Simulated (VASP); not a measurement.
Wanted: the native input for a VASP 6.6.1 run.

- Task: single point
- Functional: PBE
- Potentials or basis: VASP PAW PBE potentials, release 64 (Hf_pv, Nb_sv, F)
- Cutoff: 600 eV
- k mesh: 6 × 6 × 4
- Occupations: gaussian, width 0.1 eV
- Spin: no spin polarisation
- Dipole correction: no
- Further INCAR settings: ALGO = Normal; EDIFF = 1e-06; NBANDS = 36

The structure of HfNb3F lies in POSCAR:

```
HfNb3F
1.0
    6.5406391757      0.0000000000      0.0000000000
   -3.2703195878      5.6643596831      0.0000000000
    0.0000000000      0.0000000000      4.6573514248
Hf Nb F
1 3 1
Direct
    0.3333333333      0.6666666667      0.0000000000
    0.4683879786      0.5316120214      0.5000000000
    0.4683879786      0.9367759572      0.5000000000
    0.0632240428      0.5316120214      0.5000000000
    0.6666666667      0.3333333333      0.5000000000
```

The cell was generated, and may not be a known phase.

The input as run:

INCAR

```
SYSTEM = HfNb3F
PREC     = Accurate       ! precision mode
ENCUT    = 600            ! plane-wave cutoff, eV
EDIFF    = 1E-6           ! SCF threshold, eV
ISMEAR   = 0              ! smearing method
SIGMA    = 0.1            ! smearing width, eV
LREAL    = .False.        ! projectors in reciprocal space
LASPH    = .True.         ! aspherical terms in the spheres
NELM     = 120            ! most SCF steps
ALGO     = Normal         ! electronic algorithm
ISIF     = 2              ! what is computed and relaxed
LWAVE    = .False.        ! write WAVECAR
LCHARG   = .False.        ! write CHGCAR
GGA      = PE             ! functional
NBANDS   = 36             ! bands
GGA_COMPAT= .False.
```

KPOINTS

```
regular mesh
0
Gamma
  6 6 4
  0 0 0
```

Potentials or basis: VASP PAW PBE potentials, release 64 (Hf_pv, Nb_sv, F).

Launch:

```console
$ cat potpaw_PBE.64/Hf_pv/POTCAR potpaw_PBE.64/Nb_sv/POTCAR potpaw_PBE.64/F/POTCAR > POTCAR
$ mpirun -np 1 vasp_std > vasp.out
```

It gave:

The pressure is 0.0 GPa and the largest force is 0.039 eV/Å. The band gap on the k mesh is zero (bands 28 and 29 overlap by 0.60 eV).

Caveat: spin-orbit coupling is left out, which moves the levels of the heavy elements.

It took 2.2 min on 1 thread of Intel(R) Xeon(R) Platinum 8488C (Sapphire Rapids) (shared host), peak memory 0.42 GiB.
